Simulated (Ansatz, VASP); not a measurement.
# In3GaSb2N2 in VASP and in Ansatz

```
In Ga Sb N
1.0
     4.89549    0.00000    0.00000
     0.00000    4.89549    0.00000
     0.00000    0.00000    8.99247
In Ga Sb N
3 1 2 2
Cartesian
  2.4477 2.4477 5.6307
  2.4477 0.0000 1.8655
  0.0000 2.4477 1.8655
  2.4477 2.4477 2.9911
  0.0000 0.0000 -0.5308
  2.4477 2.4477 8.4683
  2.4477 0.0000 8.6025
  0.0000 2.4477 8.6025
```

Alike in both runs: functional PBE; k mesh 3 × 3 × 2; occupations gaussian, width 0.15 eV; no spin polarisation.

Ansatz relaxed the structure, and its values are those at the end. VASP's run is a single point on that final structure, the one shown.

|  | VASP | Ansatz |
| --- | --- | --- |
| version | VASP 6.6.1 | Ansatz 0.2.0 |
| potentials or method | VASP PAW PBE potentials, release 64 (In_d, Ga_d, Sb, N), cutoff 520 eV | scalar-relativistic, plane waves, PAW |
| valence electrons in the cell | 72 | 92 |

```csv
,VASP,Ansatz,Ansatz less VASP
gap on the k mesh at the Fermi level (eV),0.21,0.21,0.000
least direct gap on the mesh (eV),0.31,0.31,0.000
pressure (GPa),0.1,0.2,+0.13
rms of the force components (eV/Å),0.018,0.014,-0.0043
```

The functional is the same, so the differences come from potentials, cutoffs and numerics. VASP's potentials hold 72 valence electrons a cell and Ansatz's 92, so a difference there can come from the potentials and not from the codes.

The k mesh is coarse, so the values compare programs but aren't converged. Spin-orbit coupling is off throughout.
